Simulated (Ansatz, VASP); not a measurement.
## Fe in VASP and in Ansatz

```
Fe
1.0
    -1.37169    1.37169    1.37169
     1.37169   -1.37169    1.37169
     1.37169    1.37169   -1.37169
Fe
1
Direct
  0.00000 0.00000 0.00000
```

Alike in both runs: task single point; functional PBE; k mesh 24 × 24 × 24; occupations fermi-dirac, width 0.0612256 eV; collinear spin.

|  | VASP | Ansatz |
| --- | --- | --- |
| version | VASP 6.6.1 | Ansatz 0.2 development build |
| potentials or method | VASP PAW PBE potentials, release 64 (Fe), cutoff 520 eV | all-electron full-potential LAPW, scalar-relativistic |

|  | VASP | Ansatz | Ansatz less VASP |
| --- | --- | --- | --- |
| pressure (GPa) | 22.8 | 23.1 | +0.31 |
| net moment per atom (μB) | 2.03 | 2.02 | -0.015 |
| size of the moment on the site where the two differ most (μB) | 2.01 | 2.06 | +0.048 |

Site moments also hang on the region over which each program counts them. Ansatz ran all-electron here, and VASP with PAW potentials.
